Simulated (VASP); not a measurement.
Wanted: the native input for a VASP 6.6.1 run.

```
Task                   : single point
Functional             : PBEsol
Dispersion             : D3(BJ)
Potentials or basis    : VASP PAW PBE potentials, release 64 (La, O)
Cutoff                 : 520 eV
k mesh                 : 3 × 3 × 6
Occupations            : gaussian, width 0.01 eV
Spin                   : no spin polarisation
Dipole correction      : no
Further INCAR settings : ALGO = Normal; EDIFF = 1e-06; NBANDS = 28
```

The structure of La2O3 lies in POSCAR:

```
La2O3
1.0
    6.2569507984      0.0000000000      0.0000000000
   -3.1284753992      5.4186783416      0.0000000000
    0.0000000000      0.0000000000      3.2447235303
La O
2 3
Direct
    0.3333333333      0.6666666667      0.5000000000
    0.6666666667      0.3333333333      0.5000000000
    0.4997055648      0.4997055648      0.0000000000
    0.0000000000      0.5002944352      0.0000000000
    0.5002944352      0.0000000000      0.0000000000
```

The input as run:

INCAR

```
PREC = Accurate ; ENCUT = 520
EDIFF = 1E-6 ; ISMEAR = 0
SIGMA = 0.01 ; LREAL = False
LASPH = True ; NELM = 60
ALGO = Normal ; ISIF = 2
LWAVE = False ; LCHARG = True
GGA = PS ; IVDW = 12
LELF = True ; LVHAR = True
NBANDS = 28
```

KPOINTS

```
regular mesh
0
Gamma
  3 3 6
```

Potentials or basis: VASP PAW PBE potentials, release 64 (La, O).

The run is started by

```bash
$ cat potpaw_PBE.64/La/POTCAR potpaw_PBE.64/O/POTCAR > POTCAR
$ mpirun -np 1 vasp_std > vasp.out
```

Results of the run:

| Property | Result |
| --- | --- |
| Pressure | -0.2 GPa |
| Band gap on the k mesh | 1.31 eV, indirect (least direct gap 1.90 eV) |
| Dispersion energy per atom | -0.203 eV |

Caveat: the PAW data sets were made with another functional, which shifts forces and pressure a little; spin-orbit coupling is left out, which moves the levels of the heavy elements.

Run time: 45 s on 1 thread of Intel(R) Xeon(R) Platinum 8488C (Sapphire Rapids) (shared host), peak memory 0.25 GiB.
